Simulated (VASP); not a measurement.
# Ir3F in VASP: a series of runs

Runs on Ir3F. Level: PBE. Tasks: single point.

Everything below comes from runs of VASP 6.6.1. Logs are shortened: lines on timing, memory, paths and dates and some standing lists are left out, and cuts for length are marked.

## (1) The cell of the first run

The cell holds a slab with vacuum, 4 atoms: a = 2.737 Å, b = 2.737 Å, c = 19.188 Å, α = 90.00°, β = 90.00°, γ = 90.00°.

## (2) Single point, PBE

Contents of INCAR:

```
SYSTEM = Ir3F
PREC = Accurate
ENCUT = 520
EDIFF = 1E-7
ISMEAR = 0
SIGMA = 0.1
LREAL = .False.
LASPH = .True.
NELM = 100
ALGO = Normal
ISIF = 2
LWAVE = .False.
LCHARG = .False.
LDIPOL = .True.
IDIPOL = 3
DIPOL = 0.5 0.5 0.351
GGA = PE
NBANDS = 25
```

Contents of KPOINTS:

```
Automatic mesh
0
Gamma
  10 10 1
  0 0 0
```

Contents of POSCAR:

```
Ir3F
1.0
    2.7367600872      0.0000000000      0.0000000000
    0.0000000000      2.7367600872      0.0000000000
    0.0000000000      0.0000000000     19.1883373424
Ir F
3 1
Direct
    0.5000000000      0.5000000000      0.2084599582
    0.0000000000      0.0000000000      0.3045662607
    0.5000000000      0.5000000000      0.4006776202
    0.5000000000      0.8333333333      0.4911145645
```

Potentials or basis: VASP PAW PBE potentials, release 64 (Ir, F).

On the command line:

```sh
> cat potpaw_PBE.64/Ir/POTCAR potpaw_PBE.64/F/POTCAR > POTCAR
> mpirun -np 1 vasp_std > vasp.out
```

OUTCAR:

```text
SYSTEM = Ir3F
   PREC = Accurate
   ENCUT = 520
   EDIFF = 1E-7
   ISMEAR = 0
   LREAL = .False.
   LASPH = .True.
   NELM = 100
   ISIF = 2
   GGA = PE

 ion  position               nearest neighbor table
   1  0.500  0.500  0.208-   2 2.67   2 2.67   2 2.67   2 2.67
   2  0.000  0.000  0.305-   1 2.67   1 2.67   1 2.67   1 2.67   3 2.67   3 2.67   3 2.67   3 2.67

   3  0.500  0.500  0.401-   4 1.96   4 2.52   2 2.67   2 2.67   2 2.67   2 2.67
   4  0.500  0.833  0.491-   3 1.96   3 2.52

  LATTYP: Found a simple tetragonal cell.
 ALAT       =     2.7367600872
 C/A-ratio  =     7.0113333763

  Lattice vectors:

 A1 = (   2.7367600872,   0.0000000000,   0.0000000000)
 A2 = (   0.0000000000,   2.7367600872,   0.0000000000)
 A3 = (   0.0000000000,   0.0000000000,  19.1883373424)

Analysis of symmetry for initial positions (statically):
=====================================================================
 Subroutine PRICEL returns:
 Original cell was already a primitive cell.

 Routine SETGRP: Setting up the symmetry group for a
 simple tetragonal supercell.

 Subroutine GETGRP returns: Found  2 space group operations
 (whereof  2 operations were pure point group operations)
 out of a pool of 16 trial point group operations.

The static configuration has the point symmetry C_1h.

Analysis of symmetry for dynamics (positions and initial velocities):
=====================================================================
 Subroutine PRICEL returns:
 Original cell was already a primitive cell.

 Routine SETGRP: Setting up the symmetry group for a
 simple tetragonal supercell.

 Subroutine GETGRP returns: Found  2 space group operations
 (whereof  2 operations were pure point group operations)
 out of a pool of 16 trial point group operations.

The dynamic configuration has the point symmetry C_1h.

 Subroutine INISYM returns: Found  2 space group operations
 (whereof  2 operations are pure point group operations),
 and found     1 'primitive' translations

----------------------------------------------------------------------------------------

                                     Primitive cell

  volume of cell :     143.7179

  direct lattice vectors                    reciprocal lattice vectors
     2.736760087  0.000000000  0.000000000     0.365395566  0.000000000  0.000000000
     0.000000000  2.736760087  0.000000000     0.000000000  0.365395566  0.000000000
     0.000000000  0.000000000 19.188337342     0.000000000  0.000000000  0.052114990

  length of vectors
     2.736760087  2.736760087 19.188337342     0.365395566  0.365395566  0.052114990

  position of ions in fractional coordinates (direct lattice)
     0.500000000  0.500000000  0.208459958
     0.000000000  0.000000000  0.304566261
     0.500000000  0.500000000  0.400677620
     0.500000000  0.833333333  0.491114565

  ion indices of the primitive-cell ions
   primitive index   ion index
                 1           1
                 2           2
                 3           3
                 4           4

----------------------------------------------------------------------------------------

 KPOINTS: Automatic mesh

Automatic generation of k-mesh.
 Grid dimensions read from file:
 generate k-points for:   10   10    1

 Generating k-lattice:

  Cartesian coordinates                     Fractional coordinates (reciprocal lattice)
     0.036539557  0.000000000  0.000000000     0.100000000  0.000000000  0.000000000
     0.000000000  0.036539557  0.000000000     0.000000000  0.100000000  0.000000000
     0.000000000  0.000000000  0.052114990     0.000000000  0.000000000  1.000000000

  Length of vectors
     0.036539557  0.036539557  0.052114990

  Shift w.r.t. Gamma in fractional coordinates (k-lattice)
     0.000000000  0.000000000  0.000000000

 Subroutine IBZKPT returns following result:
 ===========================================

 Found     36 irreducible k-points:

 Following reciprocal coordinates:
            Coordinates               Weight
  0.000000  0.000000  0.000000      1.000000
  0.100000  0.000000  0.000000      2.000000
  0.000000  0.100000  0.000000      2.000000
  0.200000  0.000000  0.000000      2.000000
  0.000000  0.200000  0.000000      2.000000
  0.300000  0.000000  0.000000      2.000000
[... 16 lines left out ...]
 -0.200000  0.300000  0.000000      4.000000
  0.400000  0.200000  0.000000      4.000000
 [... further k-points ...]
   k-points           NKPTS =     36   k-points in BZ     NKDIM =     36   number of bands    NBANDS=     25
   number of dos      NEDOS =    301   number of ions     NIONS =      4
   total plane-waves  NPLWV =  57600
   dimension x,y,z NGX =    20 NGY =   20 NGZ =  144
   dimension x,y,z NGXF=    40 NGYF=   40 NGZF=  288
   ions per type =               3   1
   NGX,Y,Z   is equivalent  to a cutoff of  12.15, 12.15, 12.48 a.u.
   NGXF,Y,Z  is equivalent  to a cutoff of  24.30, 24.30, 24.95 a.u.
 SYSTEM =  Ir3F
   PREC   = accura    normal or accurate (medium, high low for compatibility)
   ISTART =      0    job   : 0-new  1-cont  2-samecut
   ICHARG =      2    charge: 1-file 2-atom 10-const
   ISPIN  =      1    spin polarized calculation?
   LNONCOLLINEAR =      F non collinear calculations
   LSORBIT =      F    spin-orbit coupling
   LASPH  =      T    aspherical Exc in radial PAW
   ENCUT  =  520.0 eV  38.22 Ry    6.18 a.u.   5.09  5.09 35.68*2*pi/ulx,y,z
   NELM   =    100;   NELMIN=  2; NELMDL= -5     # of ELM steps
   EDIFF  = 0.1E-06   stopping-criterion for ELM
   LREAL  =      F    real-space projection
   EDIFFG = 0.1E-05   stopping-criterion for IOM
   NSW    =      0    number of steps for IOM
   IBRION =     -1    ionic relax: 0-MD 1-quasi-New 2-CG
   NFREE  =      0    steps in history (QN), initial steepest desc. (CG)
   ISIF   =      2    stress and relaxation
   ISYM   =      2    0-nonsym 1-usesym 2-fastsym
   POTIM  = 0.5000    time-step for ionic-motion
   TEBEG  =    0.0;   TEEND  =   0.0 temperature during run
   PSTRESS=    0.0 pullay stress
   NELECT =      34.0000    total number of electrons
   NUPDOWN=      -1.0000    fix difference up-down
   EMIN   =  10.00;   EMAX   =-10.00  energy-range for DOS
   EFERMI =   0.00;   METHOD = LEGACY
   ISMEAR =     0;   SIGMA  =   0.10  broadening in eV -4-tet -1-fermi 0-gaus
   EFERMI_NEDOS =   21; number of points for ismear=-14 and -15
   IALGO  =     38    algorithm
   IMIX   =      4    mixing-type and parameters
     AMIX     =   0.40;   BMIX     =  1.00
     AMIX_MAG =   1.60;   BMIX_MAG =  1.00
  volume/ion in A,a.u.               =      35.93       242.46
  Fermi-wavevector in a.u.,A,eV,Ry     =   1.012506  1.913359 13.948258  1.025168
  Thomas-Fermi vector in A             =   2.145619
   LORBIT       =      0    0 simple, 1 ext, 2 COOP (PROOUT), +10 PAW based schemes
   GGA     = PE    functional components
   LHFCALC =     F    Hartree Fock is set to
   AEXX    =    0.0000 exact exchange contribution
   IVDW    =     0    specifies the selected vdW correction
   LEPSILON=     F    determine dielectric tensor
   LRPA    =     F    only Hartree local field effects (RPA)
 non-spin polarized calculation
 Gauss-broadening in eV      SIGMA  =   0.10
  energy-cutoff  :      520.00
  volume of cell :      143.72
 maximum number of plane-waves:      3910
   NGX = 11   NGY = 11   NGZ = 71

 number of electron      34.0000004 magnetization

 dipolmoment           0.000000      0.000000      0.116525 electrons x Angstroem

 Free energy of the ion-electron system (eV)
  ---------------------------------------------------
  ext. energy  EPLUGINS =         0.00000000
  ---------------------------------------------------
  free energy    TOTEN  =       -27.88961761 eV

  energy without entropy =      -27.87286252  energy(sigma->0) =      -27.88124006

 E-fermi :  -1.2902     XC(G=0):  -5.6719

 val. band max:       -1.3077312670   @ k =   0.2000   0.1000   0.0000
 cond. band min:      -1.2878403378   @ k =  -0.3000   0.5000   0.0000
 fundamental gap:      0.0198909292
 Fermi energy:        -1.2901778123

 k-point     1 :       0.0000    0.0000    0.0000
  band No.  band energies     occupation
      1     -24.1622      2.00000
      2     -11.1890      2.00000
      3      -8.7040      2.00000
      4      -8.3001      2.00000
      5      -8.1575      2.00000
      6      -6.8246      2.00000
[... 17 lines left out ...]
     24       4.2299      0.00000
     25       6.2506      0.00000

 k-point     2 :       0.1000    0.0000    0.0000
  band No.  band energies     occupation
      1     -24.1381      2.00000
      2     -10.9287      2.00000
      3      -8.5627      2.00000
      4      -8.1008      2.00000
      5      -7.9552      2.00000
      6      -6.6792      2.00000
[... 17 lines left out ...]
     24       4.6184      0.00000
     25       6.4837      0.00000

 k-point     3 :       0.0000    0.1000    0.0000
  band No.  band energies     occupation
      1     -24.1377      2.00000
      2     -10.9306      2.00000
      3      -8.4566      2.00000
      4      -8.1394      2.00000
      5      -7.9538      2.00000
      6      -6.8477      2.00000
[... 552 lines left out ...]
 k-point    23 :      -0.2000    0.3000    0.0000
  band No.  band energies     occupation
      1     -23.9120      2.00000
      2      -8.6073      2.00000
      3      -7.3709      2.00000
      4      -7.1111      2.00000
      5      -6.8089      2.00000
      6      -6.3618      2.00000
[... 17 lines left out ...]
     24       7.3086      0.00000
     25       7.9489      0.00000

 k-point    24 :       0.4000    0.2000    0.0000
  band No.  band energies     occupation
      1     -23.8480      2.00000
      2      -8.0648      2.00000
      3      -7.8023      2.00000
      4      -7.1767      2.00000
      5      -6.8545      2.00000
      6      -6.4884      2.00000
[... 17 lines left out ...]
     24       7.1069      0.00000
     25       7.6105      0.00000

 [... further k-points ...]

------------------------ aborting loop because EDIFF is reached ----------------------------------------

 vacuum level on the upper side and lower side of the slab       (xc-potential included)         1.358        -1.379

  FORCE on cell =-STRESS in cart. coord.  units (eV):
  Direction    XX          YY          ZZ          XY          YZ          ZX
  --------------------------------------------------------------------------------------
  -------------------------------------------------------------------------------------
  Total       -0.6068530     -1.1609035      1.2515641      0.0000000      0.6742984      0.0000000
  in kB       -6.7652417    -12.9418367     13.9525269      0.0000000      7.5171276      0.0000000
  external PRESSURE =      -1.9181838 kB  Pullay stress =       0.0000000 kB

 VOLUME and BASIS-vectors are now :
 -----------------------------------------------------------------------------
  energy-cutoff  :      520.00
  volume of cell :      143.72
      direct lattice vectors                 reciprocal lattice vectors
     2.736760087  0.000000000  0.000000000     0.365395566  0.000000000  0.000000000
     0.000000000  2.736760087  0.000000000     0.000000000  0.365395566  0.000000000
     0.000000000  0.000000000 19.188337342     0.000000000  0.000000000  0.052114990

 POSITION                                       TOTAL-FORCE (eV/Angst)
 -----------------------------------------------------------------------------------
      1.36838      1.36838      4.00000         0.000000     -0.282203     -0.124590
      0.00000      0.00000      5.84412         0.000000      0.398782     -0.312298
      1.36838      1.36838      7.68834         0.000000     -0.328624      0.276493
      1.36838      2.28063      9.42367         0.000000      0.212044      0.160396
 -----------------------------------------------------------------------------------
    total drift:                               -0.000000      0.000402      0.000638

  FREE ENERGIE OF THE ION-ELECTRON SYSTEM (eV)
  ---------------------------------------------------
  free  energy   TOTEN  =       -27.8896176093 eV

  energy  without entropy=      -27.8728625156  energy(sigma->0) =      -27.88124006

 vacuum level on the upper side and lower side of the slab         6.790         3.974
```

Wall time 2.8 min (1 thread of Intel Xeon Platinum 8488C (Sapphire Rapids), shared host); peak memory 0.28 GiB.

Results:

```yaml
Free_energy: -27.8896 eV
Largest_force: 0.507 eV/Å
Band_gap_on_the_k_mesh: zero (band 17 reaches -0.12 eV, above the bottom of band 18 at -1.94 eV)
```

Forces on the atoms (eV/Å):
```
Ir   0.000 -0.282 -0.125
Ir   0.000  0.399 -0.312
Ir   0.000 -0.329  0.276
F    0.000  0.212  0.160
```

Caveat: spin-orbit coupling is left out, which moves the levels of the heavy elements.

[end of part 1 of 2]
